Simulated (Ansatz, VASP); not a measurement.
# One calculation of SiO2, two programs

Contents of INCAR:

```
SYSTEM = SiO2
PREC     = Accurate       ! precision mode
ENCUT    = 520            ! plane-wave cutoff, eV
EDIFF    = 1E-7           ! SCF threshold, eV
ISMEAR   = 0              ! smearing method
SIGMA    = 0.01           ! smearing width, eV
LREAL    = .FALSE.        ! projectors in reciprocal space
LASPH    = .TRUE.         ! aspherical terms in the spheres
NELM     = 100            ! most SCF steps
ALGO     = Normal         ! electronic algorithm
ISIF     = 2              ! what is computed and relaxed
LWAVE    = .FALSE.        ! write WAVECAR
LCHARG   = .FALSE.        ! write CHGCAR
GGA      = PE             ! functional
NBANDS   = 25             ! bands
```

Contents of KPOINTS:

```
Automatic mesh
0
G
  10 10 10
  0 0 0
```

POSCAR

```
SiO2
1.0
   -1.7448856757      1.7448856757      4.2030844901
    1.7448856757     -1.7448856757      4.2030844901
    1.7448856757      1.7448856757     -4.2030844901
Si O
2 4
Direct
    0.7500000000      0.2500000000      0.5000000000
    0.0000000000      0.0000000000      0.0000000000
    0.5409502157      0.0409502157      0.5000000000
    0.7909502157      0.7909502157      0.0000000000
    0.2090497843      0.2090497843      0.0000000000
    0.9590497843      0.4590497843      0.5000000000
```

Input for Ansatz:

```yaml
crystal:
  lattice:
    - [-1.7448856757, 1.7448856757, 4.2030844901]
    - [1.7448856757, -1.7448856757, 4.2030844901]
    - [1.7448856757, 1.7448856757, -4.2030844901]
  atoms:
    - { symbol: Si, position: [0.75, 0.25, 0.5] }
    - { symbol: Si, position: [0.0, 0.0, 0.0] }
    - { symbol: O, position: [0.5409502157, 0.0409502157, 0.5] }
    - { symbol: O, position: [0.7909502157, 0.7909502157, 0.0] }
    - { symbol: O, position: [0.2090497843, 0.2090497843, 0.0] }
    - { symbol: O, position: [0.9590497843, 0.4590497843, 0.5] }
kpoints:
  mp_grid: { grid: [10, 10, 10] }
  band_path:
    path:
      - [0.0, 0.0, 0.0]
      - [0.0, 0.0, 0.5]
      - [0.25, 0.25, 0.25]
      - [0.0, 0.5, 0.0]
      - [0.5, 0.5, -0.5]
      - [0.2930861534, 0.7069138466, -0.2930861534]
      - [-0.2930861534, 0.2930861534, 0.2930861534]
      - [-0.0861723067, 0.0861723067, 0.5]
      - [0.5, 0.5, -0.0861723067]
      - [-0.005208, -0.005208, 0.432292]
    npoints: 1
hamiltonian:
  xc: pbe
scf:
  occupations: { method: fixed }
  n_extra_bands: 5
output:
  forces: true
  stress: true
  eigenvalues: true
```

Alike in both runs: task single point; functional PBE; k mesh 10 × 10 × 10; no spin polarisation.

|  | VASP | Ansatz |
| --- | --- | --- |
| version | VASP 6.6.1 | Ansatz 0.2.0 |
| potentials or method | VASP PAW PBE potentials, release 64 (Si, O) | plane waves, PAW |
| plane-wave cutoff (eV) | 520 | 420 |
| occupations | gaussian, width 0.01 eV | fixed |
| valence electrons in the cell | 32 | 32 |

VASP gave:

| Property | Result |
| --- | --- |
| gap on the k mesh at the Fermi level (eV) | 6.30 |
| pressure (GPa) | 9.0 |
| traceless stress, the component that is largest in VASP (GPa) | 0.81 |
| rms of the force components (eV/Å) | 0.056 |

Question: What did Ansatz give for the same quantities?

Answer: gap on the k mesh at the Fermi level (eV): 6.31; pressure (GPa): 8.8; traceless stress, the component that is largest in VASP (GPa): 0.38; rms of the force components (eV/Å): 0.054.

Atom by atom the forces differ by 0.002 eV/Å (rms over components).
